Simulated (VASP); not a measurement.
Input of a VASP 6.6.1 run:

File INCAR:

```
SYSTEM = HW4Se8
ALGO     = Normal         ! electronic algorithm
DIPOL    = 0.5 0.5 0.474
EDIFF    = 1E-6           ! SCF threshold, eV
ENCUT    = 400            ! plane-wave cutoff, eV
GGA      = PE             ! functional
GGA_COMPAT= .False.      
IDIPOL   = 3            
ISIF     = 2              ! what is computed and relaxed
ISMEAR   = 0              ! smearing method
IVDW     = 12             ! dispersion correction
LASPH    = .True.         ! aspherical terms in the spheres
LCHARG   = .False.        ! write CHGCAR
LDIPOL   = .True.       
LREAL    = .False.        ! projectors in reciprocal space
LWAVE    = .False.        ! write WAVECAR
NBANDS   = 124            ! bands
NELM     = 120            ! most SCF steps
NELMDL   = -8           
PREC     = Accurate       ! precision mode
SIGMA    = 0.05           ! smearing width, eV
```

KPOINTS

```
k-points
0
Gamma
  3 3 1
  0 0 0
```

The input POSCAR:

```
HW4Se8
1.0
    6.5580551065      0.0000000000      0.0000000000
   -3.2790275533      5.6794423217      0.0000000000
    0.0000000000      0.0000000000     28.4558503180
Se W H
16 8 2
Direct
    0.1666666667      0.3333333333      0.2811372674
    0.1666666667      0.8333333333      0.2811372674
    0.6666666667      0.3333333333      0.2811372674
    0.6666666667      0.8333333333      0.2811372674
    0.1666666667      0.3333333333      0.3995222284
    0.1666666667      0.8333333333      0.3995222284
    0.6666666667      0.3333333333      0.3995222284
    0.6666666667      0.8333333333      0.3995222284
    0.3331744584      0.1663268840      0.5062143577
    0.3332651680      0.6664525894      0.5062113817
    0.8332383981      0.1663846541      0.5062239175
    0.8333301432      0.6664575868      0.5062473653
    0.3332645999      0.1665657878      0.6247511638
    0.3333896337      0.6662904663      0.6247715485
    0.8332631152      0.1664754276      0.6247472469
    0.8331347298      0.6662528717      0.6246704580
    0.3333333333      0.1666666667      0.3403297479
    0.3333333333      0.6666666667      0.3403297479
    0.8333333333      0.1666666667      0.3403297479
    0.8333333333      0.6666666667      0.3403297479
    0.1665820538      0.3330772692      0.5654551205
    0.1667607288      0.8331355582      0.5654752710
    0.6664425970      0.3329107708      0.5654478896
    0.6665634847      0.8331755359      0.5654765730
    0.6993244157      0.7956058677      0.7210989369
    0.6566591690      0.8233663293      0.7434127570
```

Potentials or basis: VASP PAW PBE potentials, release 64 (Se, W_sv, H).

Command:

```console
$ cat potpaw_PBE.64/Se/POTCAR potpaw_PBE.64/W_sv/POTCAR potpaw_PBE.64/H/POTCAR > POTCAR
$ mpirun -np 1 vasp_std > vasp.out
```

(1) What does it give for the largest force?

(2) Predict the dispersion energy per atom.

Answers

(1) 0.081 eV/Å.

(2) -0.376 eV.
